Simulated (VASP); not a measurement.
# YRhC4N4 (P-43m) in VASP: further runs

YRhC4N4 is run at these levels: PBE; tasks: single point.

Program: VASP 6.6.1. These are calculated values, not measurements. Logs are shortened: lines on timing, memory, paths and dates and some standing lists are left out, and cuts for length are marked.

## 1. The cell of the first run

The structure is cubic, space group P-43m (No. 215). Conventional cell: a = 6.101 Å, b = 6.101 Å, c = 6.101 Å, α = 90.00°, β = 90.00°, γ = 90.00°. Within 2.8 Å of Y (site symmetry -43m) lie 4 C at 2.11 Å. Rh (site symmetry -43m) has 4 N at 2.01 Å within 2.7 Å. C (site symmetry 3m) has 1 N at 1.17 Å within 1.6 Å. N (site symmetry 3m) has 1 C at 1.17 Å within 1.6 Å.

## 2. Single point, PBE, collinear spin, ferromagnetic start

Contents of INCAR:

```
SYSTEM = YRhC4N4
PREC = Accurate
ENCUT = 520
EDIFF = 1E-6
ISMEAR = 0
SIGMA = 0.1
LREAL = .FALSE.
LASPH = .TRUE.
NELM = 150
ALGO = Normal
ISIF = 2
LWAVE = .FALSE.
LCHARG = .FALSE.
ISPIN = 2
MAGMOM = 0 1 0 0 0 0 0 0 0 0
LORBIT = 11
LMAXMIX = 4
GGA = PE
NBANDS = 46
```

Contents of KPOINTS:

```
Automatic mesh
0
G
  4 4 4
  0 0 0
```

Contents of POSCAR:

```
YRhC4N4
1.0
    6.1008602900      0.0000000000      0.0000000000
    0.0000000000      6.1008602900      0.0000000000
    0.0000000000      0.0000000000      6.1008602900
Y Rh C N
1 1 4 4
Direct
    0.0000000000      0.0000000000      0.0000000000
    0.5000000000      0.5000000000      0.5000000000
    0.1992997100      0.1992997100      0.1992997100
    0.1992997100      0.8007002900      0.8007002900
    0.8007002900      0.1992997100      0.8007002900
    0.8007002900      0.8007002900      0.1992997100
    0.3100217700      0.3100217700      0.3100217700
    0.3100217700      0.6899782300      0.6899782300
    0.6899782300      0.3100217700      0.6899782300
    0.6899782300      0.6899782300      0.3100217700
```

Potentials or basis: VASP PAW PBE potentials, release 64 (Y_sv, Rh_pv, C, N).

On the command line:

```
> cat potpaw_PBE.64/Y_sv/POTCAR potpaw_PBE.64/Rh_pv/POTCAR potpaw_PBE.64/C/POTCAR potpaw_PBE.64/N/POTCAR > POTCAR
> mpirun -np 1 vasp_std > vasp.out
```

OUTCAR:

```text
SYSTEM = YRhC4N4
   PREC = Accurate
   ENCUT = 520
   EDIFF = 1E-6
   ISMEAR = 0
   LREAL = .FALSE.
   LASPH = .TRUE.
   NELM = 150
   ISIF = 2
   ISPIN = 2
   LORBIT = 11
   GGA = PE

 ion  position               nearest neighbor table
   1  0.000  0.000  0.000-   3 2.11   4 2.11   5 2.11   6 2.11
   2  0.500  0.500  0.500-   7 2.01   8 2.01   9 2.01  10 2.01
   3  0.199  0.199  0.199-   7 1.17   1 2.11
   4  0.199  0.801  0.801-   8 1.17   1 2.11
   5  0.801  0.199  0.801-   9 1.17   1 2.11
   6  0.801  0.801  0.199-  10 1.17   1 2.11
   7  0.310  0.310  0.310-   3 1.17   2 2.01
   8  0.310  0.690  0.690-   4 1.17   2 2.01
   9  0.690  0.310  0.690-   5 1.17   2 2.01
  10  0.690  0.690  0.310-   6 1.17   2 2.01

  LATTYP: Found a simple cubic cell.
 ALAT       =     6.1008602900

  Lattice vectors:

 A1 = (   6.1008602900,   0.0000000000,   0.0000000000)
 A2 = (   0.0000000000,   6.1008602900,   0.0000000000)
 A3 = (   0.0000000000,   0.0000000000,   6.1008602900)

Analysis of symmetry for initial positions (statically):
=====================================================================
 Subroutine PRICEL returns:
 Original cell was already a primitive cell.

 Routine SETGRP: Setting up the symmetry group for a
 simple cubic supercell.

 Subroutine GETGRP returns: Found 24 space group operations
 (whereof 24 operations were pure point group operations)
 out of a pool of 48 trial point group operations.

The static configuration has the point symmetry T_d .

Analysis of symmetry for dynamics (positions and initial velocities):
=====================================================================
 Subroutine PRICEL returns:
 Original cell was already a primitive cell.

 Routine SETGRP: Setting up the symmetry group for a
 simple cubic supercell.

 Subroutine GETGRP returns: Found 24 space group operations
 (whereof 24 operations were pure point group operations)
 out of a pool of 48 trial point group operations.

The dynamic configuration has the point symmetry T_d .

Analysis of structural, dynamic, and magnetic symmetry:
=====================================================================
 Subroutine PRICEL returns:
 Original cell was already a primitive cell.

 Routine SETGRP: Setting up the symmetry group for a
 simple cubic supercell.

 Subroutine GETGRP returns: Found 24 space group operations
 (whereof 24 operations were pure point group operations)
 out of a pool of 48 trial point group operations.

The overall configuration has the point symmetry T_d .

 Subroutine INISYM returns: Found 24 space group operations
 (whereof 24 operations are pure point group operations),
 and found     1 'primitive' translations

----------------------------------------------------------------------------------------

                                     Primitive cell

  volume of cell :     227.0770

  direct lattice vectors                    reciprocal lattice vectors
     6.100860290  0.000000000  0.000000000     0.163911310  0.000000000  0.000000000
     0.000000000  6.100860290  0.000000000     0.000000000  0.163911310  0.000000000
     0.000000000  0.000000000  6.100860290     0.000000000  0.000000000  0.163911310

  length of vectors
     6.100860290  6.100860290  6.100860290     0.163911310  0.163911310  0.163911310

  position of ions in fractional coordinates (direct lattice)
     0.000000000  0.000000000  0.000000000
     0.500000000  0.500000000  0.500000000
     0.199299710  0.199299710  0.199299710
     0.199299710  0.800700290  0.800700290
     0.800700290  0.199299710  0.800700290
     0.800700290  0.800700290  0.199299710
[... 60 lines left out ...]
   dimension x,y,z NGXF=    96 NGYF=   96 NGZF=   96
   ions per type =               1   1   4   4
   NGX,Y,Z   is equivalent  to a cutoff of  13.08, 13.08, 13.08 a.u.
   NGXF,Y,Z  is equivalent  to a cutoff of  26.16, 26.16, 26.16 a.u.
 SYSTEM =  YRhC4N4
   PREC   = accura    normal or accurate (medium, high low for compatibility)
   ISTART =      0    job   : 0-new  1-cont  2-samecut
   ICHARG =      2    charge: 1-file 2-atom 10-const
   ISPIN  =      2    spin polarized calculation?
   LNONCOLLINEAR =      F non collinear calculations
   LSORBIT =      F    spin-orbit coupling
   LASPH  =      T    aspherical Exc in radial PAW
   ENCUT  =  520.0 eV  38.22 Ry    6.18 a.u.  11.34 11.34 11.34*2*pi/ulx,y,z
   NELM   =    150;   NELMIN=  2; NELMDL= -5     # of ELM steps
   EDIFF  = 0.1E-05   stopping-criterion for ELM
   LREAL  =      F    real-space projection
   EDIFFG = 0.1E-04   stopping-criterion for IOM
   NSW    =      0    number of steps for IOM
   IBRION =     -1    ionic relax: 0-MD 1-quasi-New 2-CG
   NFREE  =      0    steps in history (QN), initial steepest desc. (CG)
   ISIF   =      2    stress and relaxation
   ISYM   =      2    0-nonsym 1-usesym 2-fastsym
   POTIM  = 0.5000    time-step for ionic-motion
   TEBEG  =    0.0;   TEEND  =   0.0 temperature during run
   PSTRESS=    0.0 pullay stress
   NELECT =      62.0000    total number of electrons
   NUPDOWN=      -1.0000    fix difference up-down
   EMIN   =  10.00;   EMAX   =-10.00  energy-range for DOS
   EFERMI =   0.00;   METHOD = LEGACY
   ISMEAR =     0;   SIGMA  =   0.10  broadening in eV -4-tet -1-fermi 0-gaus
   EFERMI_NEDOS =   21; number of points for ismear=-14 and -15
   IALGO  =     38    algorithm
   IMIX   =      4    mixing-type and parameters
     AMIX     =   0.40;   BMIX     =  1.00
     AMIX_MAG =   1.60;   BMIX_MAG =  1.00
  volume/ion in A,a.u.               =      22.71       153.24
  Fermi-wavevector in a.u.,A,eV,Ry     =   1.062057  2.006996 15.346884  1.127964
  Thomas-Fermi vector in A             =   2.197494
   LORBIT       =     11    0 simple, 1 ext, 2 COOP (PROOUT), +10 PAW based schemes
   GGA     = PE    functional components
   LHFCALC =     F    Hartree Fock is set to
   AEXX    =    0.0000 exact exchange contribution
   IVDW    =     0    specifies the selected vdW correction
   LEPSILON=     F    determine dielectric tensor
   LRPA    =     F    only Hartree local field effects (RPA)
 spin polarized calculation
 Gauss-broadening in eV      SIGMA  =   0.10
  energy-cutoff  :      520.00
  volume of cell :      227.08
 maximum number of plane-waves:      6152
 NGX is ok and might be reduce to    48
   NGX = 23   NGY = 23   NGZ = 23

 number of electron      62.0000006 magnetization       2.0001205

 Free energy of the ion-electron system (eV)
  ---------------------------------------------------
  ext. energy  EPLUGINS =         0.00000000
  ---------------------------------------------------
  free energy    TOTEN  =       -77.96736397 eV

  energy without entropy =      -77.92713485  energy(sigma->0) =      -77.94724941

 E-fermi :   0.0128     XC(G=0):  -7.0328

 val. band max:        0.0092306092   @ k =   0.2500   0.2500   0.2500
 cond. band min:       0.0130254078   @ k =   0.5000   0.5000   0.2500
 fundamental gap:      0.0037947986
 Fermi energy:         0.0127818475

 spin component 1

 k-point     1 :       0.0000    0.0000    0.0000
  band No.  band energies     occupation
      1     -47.3531      1.00000
      2     -47.3531      1.00000
      3     -47.3531      1.00000
      4     -41.4342      1.00000
      5     -21.8439      1.00000
      6     -21.8439      1.00000
[... 449 lines left out ...]
     42       6.2324      0.00000
     43       6.2324      0.00000
 Fermi energy:         0.0127818475

 spin component 2

 k-point     1 :       0.0000    0.0000    0.0000
  band No.  band energies     occupation
      1     -46.1942      1.00000
      2     -46.1942      1.00000
      3     -46.1942      1.00000
      4     -41.4415      1.00000
      5     -21.8526      1.00000
      6     -21.8526      1.00000
[... 449 lines left out ...]
     42       6.3743      0.00000
     43       6.3743      0.00000
 [bands above 43 left out]

------------------------ aborting loop because EDIFF is reached ----------------------------------------

  FORCE on cell =-STRESS in cart. coord.  units (eV):
  Direction    XX          YY          ZZ          XY          YZ          ZX
  --------------------------------------------------------------------------------------
  -------------------------------------------------------------------------------------
  Total       14.2758764     14.2758764     14.2758764      0.0000000      0.0000000      0.0000000
  in kB      100.7256600    100.7256600    100.7256600      0.0000000      0.0000000      0.0000000
  external PRESSURE =     100.7256600 kB  Pullay stress =       0.0000000 kB

 VOLUME and BASIS-vectors are now :
 -----------------------------------------------------------------------------
  energy-cutoff  :      520.00
  volume of cell :      227.08
      direct lattice vectors                 reciprocal lattice vectors
     6.100860290  0.000000000  0.000000000     0.163911310  0.000000000  0.000000000
     0.000000000  6.100860290  0.000000000     0.000000000  0.163911310  0.000000000
     0.000000000  0.000000000  6.100860290     0.000000000  0.000000000  0.163911310

 POSITION                                       TOTAL-FORCE (eV/Angst)
 -----------------------------------------------------------------------------------
      0.00000      0.00000      0.00000         0.000000      0.000000     -0.000000
      3.05043      3.05043      3.05043         0.000000      0.000000     -0.000000
      1.21590      1.21590      1.21590         1.657421      1.657421      1.657421
      1.21590      4.88496      4.88496         1.657421     -1.657421     -1.657421
      4.88496      1.21590      4.88496        -1.657421      1.657421     -1.657421
      4.88496      4.88496      1.21590        -1.657421     -1.657421      1.657421
      1.89140      1.89140      1.89140         0.527469      0.527469      0.527469
      1.89140      4.20946      4.20946         0.527469     -0.527469     -0.527469
      4.20946      1.89140      4.20946        -0.527469      0.527469     -0.527469
      4.20946      4.20946      1.89140        -0.527469     -0.527469      0.527469
 -----------------------------------------------------------------------------------
    total drift:                                0.000000      0.000000     -0.000000

  FREE ENERGIE OF THE ION-ELECTRON SYSTEM (eV)
  ---------------------------------------------------
  free  energy   TOTEN  =       -77.9673639736 eV

  energy  without entropy=      -77.9271348542  energy(sigma->0) =      -77.94724941

 total charge

# of ion       s       p       d       f       tot
--------------------------------------------------
    1        2.321   6.733   1.527   0.151  10.732
    2        0.314   6.333   6.992   0.000  13.639
    3        0.987   1.687   0.000   0.000   2.675
    4        0.987   1.687   0.000   0.000   2.675
    5        0.987   1.687   0.000   0.000   2.675
    6        0.987   1.687   0.000   0.000   2.675
    7        1.308   2.557   0.000   0.000   3.865
    8        1.308   2.557   0.000   0.000   3.865
    9        1.308   2.557   0.000   0.000   3.865
   10        1.308   2.557   0.000   0.000   3.865
--------------------------------------------------
tot         11.819  30.043   8.519   0.151  50.532

 magnetization (x)

# of ion       s       p       d       f       tot
--------------------------------------------------
    1        0.001   0.003  -0.017   0.002  -0.011
    2        0.006   0.068   1.375   0.000   1.449
    3        0.004   0.033   0.000   0.000   0.037
    4        0.004   0.033   0.000   0.000   0.037
    5        0.004   0.033   0.000   0.000   0.037
    6        0.004   0.033   0.000   0.000   0.037
    7        0.011   0.022   0.000   0.000   0.033
    8        0.011   0.022   0.000   0.000   0.033
    9        0.011   0.022   0.000   0.000   0.033
   10        0.011   0.022   0.000   0.000   0.033
--------------------------------------------------
tot          0.064   0.294   1.358   0.002   1.717
```

Run time: 2.6 min. Hardware: 1 thread of Intel Xeon 6975P-C (Granite Rapids), shared host; peak memory 0.51 GiB.

Results:

```yaml
Free_energy: -77.9674 eV
Pressure: 10.1 GPa
Largest_force: 2.871 eV/Å
Band_gap_on_the_k_mesh: zero (filled and empty bands overlap)
Net_moment: 2.00 μB per cell
Site_moments: Y -0.01; Rh +1.45; C +0.04; N +0.03 μB
Valence_electrons_inside_the_program's_atomic_spheres: Y 10.73; Rh 13.64; C 2.67; N 3.87
```

Forces in eV/Å, atoms in the order of the input:
```
Y    0.000  0.000  0.000
Rh   0.000  0.000  0.000
C    1.657  1.657  1.657
C    1.657 -1.657 -1.657
C   -1.657  1.657 -1.657
C   -1.657 -1.657  1.657
N    0.527  0.527  0.527
N    0.527 -0.527 -0.527
N   -0.527  0.527 -0.527
N   -0.527 -0.527  0.527
```

Caveat: the cell stands under pressure; forces of over 1 eV/Å act on the atoms, so gaps and moduli don't describe the material at rest.

## 3. Single point, PBE, collinear spin, ferromagnetic start

This run uses another cell than the first one, of 26.99 Å³/atom.

Contents of INCAR:

```
SYSTEM = YRhC4N4
PREC     = Accurate       ! precision mode
ENCUT    = 520            ! plane-wave cutoff, eV
EDIFF    = 1E-6           ! SCF threshold, eV
ISMEAR   = 0              ! smearing method
SIGMA    = 0.1            ! smearing width, eV
LREAL    = .FALSE.        ! projectors in reciprocal space
LASPH    = .TRUE.         ! aspherical terms in the spheres
NELM     = 150            ! most SCF steps
ALGO     = Normal         ! electronic algorithm
ISIF     = 2              ! what is computed and relaxed
LWAVE    = .FALSE.        ! write WAVECAR
LCHARG   = .TRUE.         ! write CHGCAR
ISPIN    = 2              ! spin polarisation
MAGMOM   = 0 1 0 0 0 0 0 0 0 0 ! initial moments
LORBIT   = 11             ! projections on sites
LMAXMIX  = 4              ! l up to which the mixer works
GGA      = PE             ! functional
LELF     = .TRUE.         ! ELF
LVHAR    = .TRUE.       
NBANDS   = 46             ! bands
```

Contents of KPOINTS:

```
regular mesh
0
G
  4 4 4
  0 0 0
```

Contents of POSCAR:

```
YRhC4N4
1.0
    6.4627228398      0.0000000000      0.0000000000
    0.0000000000      6.4627228398      0.0000000000
    0.0000000000      0.0000000000      6.4627228398
Y Rh C N
1 1 4 4
Direct
    0.0000000000      0.0000000000      0.0000000000
    0.5000000000      0.5000000000      0.5000000000
    0.2122628577      0.2122628577      0.2122628577
    0.2122628577      0.7877371423      0.7877371423
    0.7877371423      0.2122628577      0.7877371423
    0.7877371423      0.7877371423      0.2122628577
    0.3171528765      0.3171528765      0.3171528765
    0.3171528765      0.6828471235      0.6828471235
    0.6828471235      0.3171528765      0.6828471235
    0.6828471235      0.6828471235      0.3171528765
```

Potentials or basis: VASP PAW PBE potentials, release 64 (Y_sv, Rh_pv, C, N).

On the command line:

```
> cat potpaw_PBE.64/Y_sv/POTCAR potpaw_PBE.64/Rh_pv/POTCAR potpaw_PBE.64/C/POTCAR potpaw_PBE.64/N/POTCAR > POTCAR
> mpirun -np 1 vasp_std > vasp.out
```

Run time: 2.7 min. Hardware: 1 thread of Intel Xeon 6975P-C (Granite Rapids), shared host; peak memory 0.53 GiB.

It converged, with:

| Item | Value |
| --- | --- |
| Free energy | -79.9595 eV |
| Pressure | 0.4 GPa |
| Largest force | 0.403 eV/Å |
| Band gap on the k mesh | zero (filled and empty bands overlap) |
| Net moment | 2.00 μB per cell |
| Site moments | Y -0.03; Rh +1.53; C +0.03; N +0.03 μB |
| Valence electrons inside the program's atomic spheres | Y 9.53; Rh 13.56; C 2.60; N 3.85 |

Forces in eV/Å, atoms in the order of the input:
```
Y    0.000  0.000  0.000
Rh   0.000  0.000  0.000
C   -0.209 -0.209 -0.209
C   -0.209  0.209  0.209
C    0.209 -0.209  0.209
C    0.209  0.209 -0.209
N    0.233  0.233  0.233
N    0.233 -0.233 -0.233
N   -0.233  0.233 -0.233
N   -0.233 -0.233  0.233
```

Levels at points of the mesh, in eV from the Fermi level:
Spin up:
```csv
k point,band 29,band 30,band 31,band 32,band 33,band 34,band 35,band 36
"(0.00, 0.00, 0.00)",-2.04,-1.00,-1.00,-1.00,1.27,1.27,1.75,1.75
"(0.50, 0.00, 0.00)",-1.87,-1.07,-1.01,-1.01,1.03,1.22,1.77,1.93
"(0.50, 0.50, 0.00)",-1.85,-1.09,-0.96,-0.96,1.15,1.20,1.76,1.76
"(0.50, 0.50, 0.50)",-1.97,-0.96,-0.96,-0.96,1.36,1.36,1.81,1.81
```
Spin down:
```csv
k point,band 27,band 28,band 29,band 30,band 31,band 32,band 33,band 34
"(0.00, 0.00, 0.00)",-4.41,-1.52,-1.52,0.02,0.02,0.02,1.32,1.32
"(0.50, 0.00, 0.00)",-4.39,-1.44,-1.32,-0.10,0.06,0.06,1.01,1.42
"(0.50, 0.50, 0.00)",-4.42,-1.40,-1.31,-0.14,0.15,0.15,1.13,1.44
"(0.50, 0.50, 0.50)",-4.34,-1.46,-1.46,0.13,0.13,0.13,1.40,1.40
```
